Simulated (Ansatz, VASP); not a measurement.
# Tl in VASP and in Ansatz

```
CELL_PARAMETERS angstrom
0.00000 3.55918 3.55918
3.55918 0.00000 3.55918
3.55918 3.55918 0.00000
ATOMIC_POSITIONS crystal
Tl 0.87500 0.87500 0.87500
Tl 0.12500 0.12500 0.12500
```

Alike in both runs: functional PBE; k mesh 11 × 11 × 11; occupations fermi-dirac, width 0.05 eV; no spin polarisation.

Ansatz relaxed the structure, and its values are those at the end. VASP's run is a single point on that final structure, the one shown.

```csv
,VASP,Ansatz
version,VASP 6.6.1,Ansatz 0.2.0
potentials or method,"VASP PAW PBE potentials, release 64 (Tl_d)","PAW with Ansatz's default frozen-core files, scalar-relativistic"
plane-wave cutoff (eV),520,420
valence electrons in the cell,26,26
```

```csv
,VASP,Ansatz,Ansatz less VASP
pressure (GPa),0.0,0.0,+0.04
```

Neither program's run includes spin-orbit coupling.
